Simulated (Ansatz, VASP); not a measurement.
InP: VASP beside Ansatz

File INCAR:

```
SYSTEM = InP
  ALGO = Normal
  EDIFF = 1E-6
  ENCUT = 520
  GGA = PE
  ISIF = 2
  ISMEAR = 0
  LASPH = .True.
  LCHARG = .False.
  LREAL = .False.
  LWAVE = .False.
  NBANDS = 16
  NELM = 60
  PREC = Accurate
  SIGMA = 0.05
```

File KPOINTS:

```
k-points
0
Gamma
  10 10 10
  0 0 0
```

POSCAR

```
InP
1.0
    0.0000000000      3.0188833697      3.0188833697
    3.0188833697      0.0000000000      3.0188833697
    3.0188833697      3.0188833697      0.0000000000
In P
1 1
Direct
    0.0000000000      0.0000000000      0.0000000000
    0.7500000000      0.7500000000      0.7500000000
```

Input for Ansatz:

```yaml
crystal:
  lattice:
    - [0.0, 3.0188833697, 3.0188833697]
    - [3.0188833697, 0.0, 3.0188833697]
    - [3.0188833697, 3.0188833697, 0.0]
  atoms:
    - { symbol: In, position: [0.0, 0.0, 0.0] }
    - { symbol: P, position: [0.75, 0.75, 0.75] }
basis:
  ecutwfc: 420
  ecutrho_ratio: 4
kpoints:
  mp_grid: { grid: [10, 10, 10] }
hamiltonian:
  xc: pbe
scf:
  occupations: { method: gaussian, width: 0.05 }
output:
  forces: true
  stress: true
  eigenvalues: true
  write_density: true
  write_potential: true
  elf: true
  volumetric_format: npy
```

Alike in both runs: task single point; functional PBE; k mesh 10 × 10 × 10; occupations gaussian, width 0.05 eV; no spin polarisation.

|  | VASP | Ansatz |
| --- | --- | --- |
| version | VASP 6.6.1 | Ansatz 0.2.0 |
| potentials or method | VASP PAW PBE potentials, release 64 (In_d, P), cutoff 520 eV | scalar-relativistic, plane waves, PAW |
| valence electrons in the cell | 18 | 18 |

|  | VASP | Ansatz | Ansatz less VASP |
| --- | --- | --- | --- |
| gap on the k mesh at the Fermi level (eV) | 0.23 | 0.23 | +0.003 |
| least direct gap on the mesh (eV) | 0.23 | 0.23 | +0.003 |
| pressure (GPa) | -2.2 | -2.1 | +0.04 |

The functional is the same, so the differences come from potentials, cutoffs and numerics.
